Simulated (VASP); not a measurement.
**Zn2AsP3: relaxation of cell and atoms with PBEsol**

Crystal: Zn2AsP3.

```xyz
6
Lattice="4.3853 0.0000 0.0000 -2.1927 3.7978 0.0000 0.0000 0.0000 8.1958" Properties=species:S:1:pos:R:3 pbc="T T T"
Zn    2.1927    1.2659    2.0332
Zn    2.1927    1.2659    6.1626
As    0.0000    0.0000    0.0000
P     0.0000    0.0000    4.0979
P     0.0000    2.5319    0.0000
P     0.0000    2.5319    4.0979
```

- Program: VASP 6.6.1
- Task: relaxation of cell and atoms
- Functional: PBEsol
- Potentials or basis: VASP PAW PBE potentials, release 64 (Zn, As, P)
- Cutoff: 600 eV
- k mesh: 6 × 6 × 4
- Occupations: fermi-dirac, width 0.03 eV
- Spin: no spin polarisation
- Dipole correction: no
- Further INCAR settings: ALGO = Normal; EDIFF = 1e-07; IBRION = 2; EDIFFG = -0.01; NSW = 100; ISIF = 3

```json
{"Relaxed volume": "16.08 Å³/atom", "Relaxed cell": "a = 4.162 Å, b = 4.162 Å, c = 6.431 Å, α = 90.00°, β = 90.00°, γ = 120.00°", "Space group after relaxing (to 0.1 Å)": "P-6m2 (No. 187)", "Energy gained by relaxing": "254.8 meV/atom", "Ionic steps": "16", "Pressure after relaxing": "0.0 GPa", "Band gap on the k mesh": "zero (bands 22 and 23 overlap by 1.32 eV)"}
```

Forces on the atoms (eV/Å):
```
Zn   0.000  0.000 -0.002
Zn   0.000  0.000  0.002
As   0.000  0.000  0.000
P    0.000  0.000  0.000
P    0.000  0.000  0.000
P    0.000  0.000  0.000
```

The path:
```
step  energy change (eV)  largest force (eV/Å)  pressure (GPa)  volume (Å³)
   1              0.0000                0.1059          -10.10       136.50
   2             -0.9950                0.2194            0.09       110.05
   3             -0.9997                0.2110           -0.81       111.34
   4             -1.2324                0.2262           -0.07       106.32
   5             -1.4534                0.2083            1.85        98.33
   6             -0.9629                0.0819           17.06        81.96
   7             -1.4666                0.2162            4.07        92.79
   8             -1.4740                0.0943           -2.60        98.33
   9             -1.5120                0.1525            0.72        95.19
  10             -1.5124                0.1573            0.93        95.01
  11             -1.5247                0.1232           -0.17        96.58
  12             -1.5248                0.1197           -0.28        96.76
  13             -1.5267                0.0868            0.10        96.43
  14             -1.5269                0.0735            0.26        96.29
  15             -1.5282                0.0431            0.13        96.37
  16             -1.5289                0.0021           -0.03        96.50
```

Final structure:
```
CELL_PARAMETERS angstrom
4.16240 0.00000 0.00000
-2.08120 3.60474 0.00000
0.00000 0.00000 6.43125
ATOMIC_POSITIONS crystal
Zn 0.66667 0.33333 0.26144
Zn 0.66667 0.33333 0.73856
As 0.00000 0.00000 0.00000
P 0.00000 0.00000 0.50000
P 0.33333 0.66667 0.00000
P 0.33333 0.66667 0.50000
```

Levels at points of the mesh, in eV from the Fermi level:
| k point | band 20 | band 21 | band 22 | band 23 | band 24 | band 25 |
| --- | --- | --- | --- | --- | --- | --- |
| (0.00, 0.00, 0.00) | -1.63 | -1.63 | -1.46 | -0.62 | 0.04 | 0.94 |
| (0.50, 0.00, 0.00) | -2.92 | 0.31 | 0.53 | 1.60 | 1.69 | 2.83 |
| (0.00, 0.00, 0.50) | -4.10 | -0.86 | -0.86 | -0.45 | -0.45 | 1.01 |
| (0.50, 0.00, 0.50) | -3.07 | -1.79 | -1.79 | 2.78 | 2.78 | 3.68 |

It took 7.8 min on 1 thread of Intel(R) Xeon(R) 6975P-C (Granite Rapids), on a shared host, peak memory 0.37 GiB.

Caveat: the volume moved by over 15 % at a fixed basis, so the end points are rough; the PAW data sets were made with another functional, which shifts forces and pressure a little.
